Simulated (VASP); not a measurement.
# Mo2Se2S (P-6m2) in VASP: notebook

Mo2Se2S is run at these levels: PBE; tasks: single point.

Program: VASP 6.6.1. These are calculated values, not measurements. Logs are shortened: lines on timing, memory, paths and dates and some standing lists are left out, and cuts for length are marked.

**1. The cell of the first run**

It takes space group P-6m2 (No. 187, hexagonal). Conventional cell: a = 4.579 Å, b = 4.579 Å, c = 5.528 Å, α = 90.00°, β = 90.00°, γ = 120.00°. Within 2.9 Å of Mo (site symmetry 3m) lie 1 Mo at 2.18 Å and 6 Se at 2.86 Å. Se (site symmetry -6m2) has 3 Se at 2.64 Å and 2 S at 2.76 Å and 6 Mo at 2.86 Å within 3.5 Å. Within 3.5 Å of Se (site symmetry -6m2) lie 3 Se at 2.64 Å and 6 Mo at 2.86 Å. S (site symmetry -6m2) has 2 Se at 2.76 Å and 6 Mo at 3.13 Å within 3.6 Å.

**2. Single point, PBE, collinear spin, ferromagnetic start**

Contents of INCAR:

```
  PREC = Accurate
  ENCUT = 500
  EDIFF = 1E-6
  ISMEAR = 0
  SIGMA = 0.15
  LREAL = False
  LASPH = True
  NELM = 200
  ALGO = Normal
  ISIF = 2
  LWAVE = False
  LCHARG = False
  ISPIN = 2
  MAGMOM = 1 1 0 0 0
  LORBIT = 11
  LMAXMIX = 4
  GGA = PE
  NBANDS = 35
  GGA_COMPAT = False
```

Contents of KPOINTS:

```
regular mesh
0
Gamma
  3 3 2
```

Contents of POSCAR:

```
Mo2Se2S
1.0
    4.5786358732      0.0000000000      0.0000000000
   -2.2893179366      3.9652149808      0.0000000000
    0.0000000000      0.0000000000      5.5282498066
Mo Se S
2 2 1
Direct
    0.6666666667      0.3333333333      0.8028879624
    0.6666666667      0.3333333333      0.1971120376
    0.0000000000      0.0000000000      0.0000000000
    0.3333333333      0.6666666667      0.0000000000
    0.0000000000      0.0000000000      0.5000000000
```

Potentials or basis: VASP PAW PBE potentials, release 64 (Mo_sv, Se, S).

Launch:

```console
$ cat potpaw_PBE.64/Mo_sv/POTCAR potpaw_PBE.64/Se/POTCAR potpaw_PBE.64/S/POTCAR > POTCAR
$ mpirun -np 1 vasp_std > vasp.out
```

OUTCAR:

```text
PREC = Accurate
   ENCUT = 500
   EDIFF = 1E-6
   ISMEAR = 0
   LREAL = False
   LASPH = True
   NELM = 200
   ISIF = 2
   ISPIN = 2
   LORBIT = 11
   GGA = PE

 ion  position               nearest neighbor table
   1  0.667  0.333  0.803-   2 2.18   4 2.86   3 2.86   4 2.86   3 2.86   3 2.86   4 2.86   5 3.13
                             5 3.13   5 3.13   2 3.35
   2  0.667  0.333  0.197-   1 2.18   4 2.86   3 2.86   4 2.86   3 2.86   3 2.86   4 2.86   5 3.13
                             5 3.13   5 3.13   1 3.35
   3  0.000  0.000  0.000-   4 2.64   4 2.64   4 2.64   5 2.76   5 2.76   1 2.86   2 2.86   2 2.86
                             1 2.86   2 2.86   1 2.86
   4  0.333  0.667  0.000-   3 2.64   3 2.64   3 2.64   1 2.86   2 2.86   1 2.86   2 2.86   1 2.86
                             2 2.86
   5  0.000  0.000  0.500-   3 2.76   3 2.76   1 3.13   2 3.13   1 3.13   2 3.13   1 3.13   2 3.13

  LATTYP: Found a hexagonal cell.
 ALAT       =     4.5786358732
 C/A-ratio  =     1.2074010600

  Lattice vectors:

 A1 = (   4.5786358732,   0.0000000000,   0.0000000000)
 A2 = (  -2.2893179366,   3.9652149808,   0.0000000000)
 A3 = (   0.0000000000,   0.0000000000,   5.5282498066)

Analysis of symmetry for initial positions (statically):
=====================================================================
 Subroutine PRICEL returns:
 Original cell was already a primitive cell.

 Routine SETGRP: Setting up the symmetry group for a
 hexagonal supercell.

 Subroutine GETGRP returns: Found 12 space group operations
 (whereof 12 operations were pure point group operations)
 out of a pool of 24 trial point group operations.

The static configuration has the point symmetry D_3h.

Analysis of symmetry for dynamics (positions and initial velocities):
=====================================================================
 Subroutine PRICEL returns:
 Original cell was already a primitive cell.

 Routine SETGRP: Setting up the symmetry group for a
 hexagonal supercell.

 Subroutine GETGRP returns: Found 12 space group operations
 (whereof 12 operations were pure point group operations)
 out of a pool of 24 trial point group operations.

The dynamic configuration has the point symmetry D_3h.

Analysis of structural, dynamic, and magnetic symmetry:
=====================================================================
 Subroutine PRICEL returns:
 Original cell was already a primitive cell.

 Routine SETGRP: Setting up the symmetry group for a
 hexagonal supercell.

 Subroutine GETGRP returns: Found 12 space group operations
 (whereof 12 operations were pure point group operations)
 out of a pool of 24 trial point group operations.

[... 121 lines left out ...]
  volume of cell :      100.37
 maximum number of plane-waves:      2564
 NGX is ok and might be reduce to    36

 number of electron      45.9999999 magnetization      -0.0039878

 number of electron      45.9999999 magnetization       0.0005095

 Free energy of the ion-electron system (eV)
  ---------------------------------------------------
  ext. energy  EPLUGINS =         0.00000000
  ---------------------------------------------------
  free energy    TOTEN  =       -29.23653241 eV

  energy without entropy =      -29.21653530  energy(sigma->0) =      -29.22653386

 E-fermi :   7.5432     XC(G=0): -10.7248

 val. band max:        7.4531182072   @ k =   0.3333   0.3333   0.0000
 cond. band min:       7.8947010056   @ k =   0.3333   0.3333   0.5000
 fundamental gap:      0.4415827983
 Fermi energy:         7.5432362424

 spin component 1

 k-point     1 :       0.0000    0.0000    0.0000
  band No.  band energies     occupation
      1     -53.9510      1.00000
      2     -53.3965      1.00000
      3     -29.1986      1.00000
      4     -28.0131      1.00000
      5     -28.0131      1.00000
      6     -27.6039      1.00000
[... 217 lines left out ...]
     34      14.2834      0.00000
     35      14.9829      0.00000
 Fermi energy:         7.5432362424

 spin component 2

 k-point     1 :       0.0000    0.0000    0.0000
  band No.  band energies     occupation
      1     -53.9509      1.00000
      2     -53.3963      1.00000
      3     -29.1986      1.00000
      4     -28.0129      1.00000
      5     -28.0129      1.00000
      6     -27.6037      1.00000
[... 217 lines left out ...]
     34      14.2835      0.00000
     35      14.9831      0.00000

------------------------ aborting loop because EDIFF is reached ----------------------------------------

  FORCE on cell =-STRESS in cart. coord.  units (eV):
  Direction    XX          YY          ZZ          XY          YZ          ZX
  --------------------------------------------------------------------------------------
  -------------------------------------------------------------------------------------
  Total        0.1161046      0.1161046      0.7820374      0.0000000     -0.0000000     -0.0000000
  in kB        1.8534016      1.8534016     12.4838224      0.0000000     -0.0000000     -0.0000000
  external PRESSURE =       5.3968752 kB  Pullay stress =       0.0000000 kB

 VOLUME and BASIS-vectors are now :
 -----------------------------------------------------------------------------
  energy-cutoff  :      500.00
  volume of cell :      100.37
      direct lattice vectors                 reciprocal lattice vectors
     4.578635873  0.000000000  0.000000000     0.218405662  0.126096568  0.000000000
    -2.289317937  3.965214981  0.000000000     0.000000000  0.252193136  0.000000000
     0.000000000  0.000000000  5.528249807     0.000000000  0.000000000  0.180889076

 POSITION                                       TOTAL-FORCE (eV/Angst)
 -----------------------------------------------------------------------------------
      2.28932      1.32174      4.43857        -0.000000      0.000000     -0.315861
      2.28932      1.32174      1.08968        -0.000000     -0.000000      0.315861
      0.00000      0.00000      0.00000         0.000000      0.000000      0.000000
     -0.00000      2.64348      0.00000         0.000000      0.000000      0.000000
      0.00000      0.00000      2.76412         0.000000      0.000000      0.000000
 -----------------------------------------------------------------------------------
    total drift:                               -0.000001      0.000001      0.000000

  FREE ENERGIE OF THE ION-ELECTRON SYSTEM (eV)
  ---------------------------------------------------
  free  energy   TOTEN  =       -29.2365324067 eV

  energy  without entropy=      -29.2165353036  energy(sigma->0) =      -29.22653386

 total charge

# of ion       s       p       d       tot
------------------------------------------
    1        2.236   6.076   4.227  12.538
    2        2.236   6.076   4.227  12.538
    3        1.546   2.108   0.127   3.780
    4        1.506   2.184   0.105   3.795
    5        1.374   2.209   0.000   3.583
--------------------------------------------------
tot          8.897  18.652   8.685  36.234

 magnetization (x)

# of ion       s       p       d       tot
------------------------------------------
    1        0.000   0.000   0.000   0.000
    2        0.000   0.000   0.000   0.000
    3       -0.000  -0.000  -0.000  -0.000
    4       -0.000  -0.000   0.000  -0.000
    5       -0.000  -0.000   0.000  -0.000
--------------------------------------------------
tot          0.000  -0.000   0.000   0.000
```

It took 46 s on 1 thread of Intel Xeon 6975P-C, shared host; peak memory 0.26 GiB.

What came out:

| Property | Result |
| --- | --- |
| Free energy | -29.2365 eV |
| Pressure | 0.5 GPa |
| Largest force | 0.316 eV/Å |
| Band gap on the k mesh | zero (filled and empty bands overlap) |
| Net moment | 0.00 μB per cell |
| Valence electrons inside the program's atomic spheres | Mo 12.54; Se 3.78, 3.79; S 3.58 |

Forces on the atoms (eV/Å):
```
Mo   0.000  0.000 -0.316
Mo   0.000  0.000  0.316
Se   0.000  0.000  0.000
Se   0.000  0.000  0.000
S    0.000  0.000  0.000
```

Caveat: the k points lie up to 0.57 Å⁻¹ apart.

**3. Single point, PBE, collinear spin, ferromagnetic start**

This run uses another cell than the first one, of 24.99 Å³/atom, 1.245 times its volume.

INCAR is that of step 2.

KPOINTS is that of step 2.

Contents of POSCAR:

```
Mo2Se2S
1.0
    4.3572870179      0.0000000000      0.0000000000
   -2.1786435089      3.7735212491      0.0000000000
    0.0000000000      0.0000000000      7.5999092924
Mo Se S
2 2 1
Direct
    0.0000000000      0.0000000000      0.1423976851
    0.0000000000      0.0000000000      0.8576023149
    0.0000000000      0.0000000000      0.5000000000
    0.3333333333      0.6666666667      0.0000000000
    0.6666666667      0.3333333333      0.5000000000
```

Potentials or basis: VASP PAW PBE potentials, release 64 (Mo_sv, Se, S).

Launch:

```console
$ cat potpaw_PBE.64/Mo_sv/POTCAR potpaw_PBE.64/Se/POTCAR potpaw_PBE.64/S/POTCAR > POTCAR
$ mpirun -np 1 vasp_std > vasp.out
```

It took 64 s on 1 thread of Intel Xeon 6975P-C, shared host; peak memory 0.28 GiB.

Results (log left out):

- Free energy: -28.0997 eV
- Pressure: 0.3 GPa
- Largest force: 0.312 eV/Å
- Net moment: 2.39 μB per cell
- Site moments: Mo +0.97; Se -0.01, -0.04; S +0.02 μB
- Valence electrons inside the program's atomic spheres: Mo 12.56; Se 3.76, 3.80; S 3.59

Forces in eV/Å, atoms in the order of the input:
```
Mo   0.000  0.000  0.312
Mo   0.000  0.000 -0.312
Se   0.000  0.000  0.000
Se   0.000  0.000  0.000
S    0.000  0.000  0.000
```

Stress tensor (GPa, compression positive):
```
-0.12  0.00  0.00
 0.00 -0.12  0.00
 0.00  0.00  1.25
```

Levels at points of the mesh, in eV from the Fermi level:
Spin up:
```csv
k point,band 20,band 21,band 22,band 23,band 24,band 25,band 26,band 27,band 28,band 29
"(0.00, 0.00, 0.00)",-2.37,-0.86,-0.77,-0.77,-0.31,-0.31,-0.15,1.32,1.32,2.04
"(0.00, 0.00, 0.50)",-2.67,-1.00,-1.00,-0.31,-0.31,0.31,1.44,1.88,1.88,2.06
```
Spin down:
```tsv
k point	band 18	band 19	band 20	band 21	band 22	band 23	band 24	band 25	band 26	band 27
(0.00, 0.00, 0.00)	-2.27	-2.27	-1.97	-0.84	-0.26	-0.26	0.32	0.32	0.39	1.80
(0.00, 0.00, 0.50)	-2.35	-2.25	-2.25	-0.67	-0.67	0.51	0.51	0.58	1.75	2.55
```

Caveat: the k points lie up to 0.56 Å⁻¹ apart.

**4. Single point, PBE, collinear spin, ferromagnetic start**

This run uses another cell than the first one, of 19.50 Å³/atom, 0.971 times its volume.

Contents of INCAR:

```
SYSTEM = Mo2Se2S
PREC     = Accurate       ! precision mode
ENCUT    = 500            ! plane-wave cutoff, eV
EDIFF    = 1E-6           ! SCF threshold, eV
ISMEAR   = 0              ! smearing method
SIGMA    = 0.15           ! smearing width, eV
LREAL    = .FALSE.        ! projectors in reciprocal space
LASPH    = .TRUE.         ! aspherical terms in the spheres
NELM     = 200            ! most SCF steps
ALGO     = Normal         ! electronic algorithm
ISIF     = 2              ! what is computed and relaxed
LWAVE    = .FALSE.        ! write WAVECAR
LCHARG   = .FALSE.        ! write CHGCAR
ISPIN    = 2              ! spin polarisation
MAGMOM   = 1 1 0 0 0      ! initial moments
LORBIT   = 11             ! projections on sites
LMAXMIX  = 4              ! l up to which the mixer works
GGA      = PE             ! functional
NBANDS   = 35             ! bands
GGA_COMPAT= .FALSE.
```

Contents of KPOINTS:

```
Automatic mesh
0
G
  4 4 2
  0 0 0
```

Contents of POSCAR:

```
Mo2Se2S
1.0
    3.2816502402      0.0000000000      0.0000000000
   -1.6408251201      2.8419924743      0.0000000000
    0.0000000000      0.0000000000     10.4535442804
Mo Se S
2 2 1
Direct
    0.3333333333      0.6666666667      0.8507527012
    0.3333333333      0.6666666667      0.1492472988
    0.0000000000      0.0000000000      0.6859783417
    0.0000000000      0.0000000000      0.3140216583
    0.0000000000      0.0000000000      0.0000000000
```

Launch:

```console
$ cat potpaw_PBE.64/Mo_sv/POTCAR potpaw_PBE.64/Se/POTCAR potpaw_PBE.64/S/POTCAR > POTCAR
$ mpirun -np 1 vasp_std > vasp.out
```

It took 62 s on 1 thread of Intel Xeon 6975P-C, shared host; peak memory 0.25 GiB.

Results (log left out):

```
Free energy                                           : -35.4203 eV
Pressure                                              : -0.1 GPa
Largest force                                         : 0.083 eV/Å
Band gap on the k mesh                                : zero (filled and empty bands overlap)
Net moment                                            : 0.00 μB per cell
Valence electrons inside the program's atomic spheres : Mo 12.42; Se 3.84; S 3.69
```

Forces in eV/Å, atoms in the order of the input:
```
Mo   0.000  0.000  0.083
Mo   0.000  0.000 -0.083
Se   0.000  0.000 -0.060
Se   0.000  0.000  0.060
S    0.000  0.000  0.000
```

Stress tensor (GPa, compression positive):
```
-0.14  0.00  0.00
 0.00 -0.14  0.00
 0.00  0.00  0.12
```

Levels at points of the mesh, in eV from the Fermi level:
Spin up:
```tsv
k point	band 20	band 21	band 22	band 23	band 24	band 25	band 26	band 27
(0.00, 0.00, 0.00)	-2.81	-2.81	-1.25	-1.25	-0.38	1.15	1.15	1.88
(0.50, 0.00, 0.00)	-2.82	-2.35	-1.65	0.36	0.64	0.81	1.08	1.52
(0.00, 0.00, 0.50)	-2.82	-2.28	-1.26	-1.26	-0.53	1.18	1.18	1.91
(0.50, 0.00, 0.50)	-2.46	-2.32	-1.85	0.35	0.79	0.82	0.99	1.46
```
Spin down:
```tsv
k point	band 19	band 20	band 21	band 22	band 23	band 24	band 25	band 26	band 27	band 28
(0.00, 0.00, 0.00)	-2.81	-2.81	-2.81	-1.25	-1.25	-0.37	1.15	1.15	1.88	1.88
(0.50, 0.00, 0.00)	-3.09	-2.82	-2.35	-1.65	0.37	0.64	0.81	1.08	1.52	1.83
(0.00, 0.00, 0.50)	-2.82	-2.82	-2.28	-1.26	-1.26	-0.53	1.18	1.18	1.91	1.91
(0.50, 0.00, 0.50)	-3.11	-2.46	-2.32	-1.85	0.35	0.79	0.82	0.99	1.46	1.99
```

Caveat: the k points lie up to 0.55 Å⁻¹ apart; this functional lacks dispersion, which binds the layers, so the pressure and a relaxed spacing across them are unreliable.

**5. Single point, PBE**

This run uses another cell than the first one: it holds 10 atoms, not 5.

Contents of INCAR:

```
SYSTEM = Mo2Se2S
PREC = Accurate
ENCUT = 500
EDIFF = 1E-6
ISMEAR = 0
SIGMA = 0.2
LREAL = .False.
LASPH = .True.
NELM = 120
ALGO = Normal
ISIF = 2
LWAVE = .False.
LCHARG = .False.
GGA = PE
NBANDS = 57
GGA_COMPAT = .False.
```

Contents of KPOINTS:

```
Automatic mesh
0
Gamma
  6 6 1
  0 0 0
```

Contents of POSCAR:

```
Mo2Se2S
1.0
    3.3363830006      0.0000000000      0.0000000000
   -1.6681915003      2.8893924353      0.0000000000
    0.0000000000      0.0000000000     21.0767814817
Mo Se S
4 4 2
Direct
    0.3333333333      0.6666666667      0.4288003915
    0.3333333333      0.6666666667      0.9288003915
    0.3333333333      0.6666666667      0.0711996085
    0.3333333333      0.6666666667      0.5711996085
    0.0000000000      0.0000000000      0.3485462205
    0.0000000000      0.0000000000      0.8485462205
    0.0000000000      0.0000000000      0.1514537795
    0.0000000000      1.0000000000      0.6514537795
    0.0000000000      0.0000000000      0.5000000000
    0.0000000000      0.0000000000      0.0000000000
```

Launch:

```console
$ cat potpaw_PBE.64/Mo_sv/POTCAR potpaw_PBE.64/Se/POTCAR potpaw_PBE.64/S/POTCAR > POTCAR
$ mpirun -np 1 vasp_std > vasp.out
```

Run time: 92 s. Hardware: 1 thread of Intel Xeon 6975P-C, shared host; peak memory 0.31 GiB.

It converged, with:

* Free energy: -70.7264 eV
* Pressure: 0.2 GPa
* Largest force: 0.113 eV/Å
* Band gap on the k mesh: zero (band 46 reaches 7.60 eV, above the bottom of band 47 at 7.21 eV)

Forces in eV/Å, atoms in the order of the input:
```
Mo   0.000  0.000 -0.033
Mo   0.000  0.000 -0.033
Mo   0.000  0.000  0.033
Mo   0.000  0.000  0.033
Se   0.000  0.000 -0.113
Se   0.000  0.000 -0.113
Se   0.000  0.000  0.113
Se   0.000  0.000  0.113
S    0.000  0.000  0.000
S    0.000  0.000  0.000
```

Stress tensor (GPa, compression positive):
```
-0.24  0.00  0.00
 0.00 -0.24  0.00
 0.00  0.00  1.14
```

Levels at points of the mesh, in eV from the Fermi level:
```csv
k point,band 43,band 44,band 45,band 46,band 47,band 48,band 49,band 50
"(0.00, 0.00, 0.00)",-1.33,-1.33,-1.33,-1.33,-0.08,0.02,0.94,0.94
"(0.50, 0.00, 0.00)",-1.74,-1.62,0.17,0.17,0.53,0.60,0.61,0.61
```

Caveat: the k points lie up to 0.36 Å⁻¹ apart; this functional lacks dispersion, which binds the layers, so the pressure and a relaxed spacing across them are unreliable.

[end of part 1 of 2]
